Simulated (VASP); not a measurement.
A run of VASP 6.6.1 is set up as follows.

The input INCAR:

```
SYSTEM = CdSe
  PREC = Accurate
  ENCUT = 520
  EDIFF = 1E-6
  ISMEAR = 0
  SIGMA = 0.05
  LREAL = .False.
  LASPH = .True.
  NELM = 60
  ALGO = Normal
  ISIF = 2
  LWAVE = .False.
  LCHARG = .False.
  GGA = PS
  NBANDS = 16
```

KPOINTS

```
Automatic mesh
0
Gamma
  10 10 10
  0 0 0
```

File POSCAR:

```
CdSe
1.0
    0.0000000000      3.3266311381      3.3266311381
    3.3266311381      0.0000000000      3.3266311381
    3.0746942732      3.0746942732      0.2519368649
Cd Se
1 1
Direct
    0.0000000000      0.0000000000      0.0000000000
    0.7500000000      0.7500000000      0.7500000000
```

Potentials or basis: VASP PAW PBE potentials, release 64 (Cd, Se).

The run is started by

```sh
$ cat potpaw_PBE.64/Cd/POTCAR potpaw_PBE.64/Se/POTCAR > POTCAR
$ mpirun -np 1 vasp_std > vasp.out
```

Problem. Estimate the largest force.

Solution. 0.607 eV/Å.

Problem. Predict the pressure.

Solution. -4.3 GPa.

Problem. Predict the band gap on the k mesh.

Solution. 0.44 eV (least direct gap 0.49 eV).

Forces on the atoms (eV/Å):
```
Cd  -0.350 -0.350  0.350
Se   0.350  0.350 -0.350
```

Caveat: the cell stands under tension; the PAW data sets were made with another functional, which shifts forces and pressure a little. A k mesh can miss the band edges.
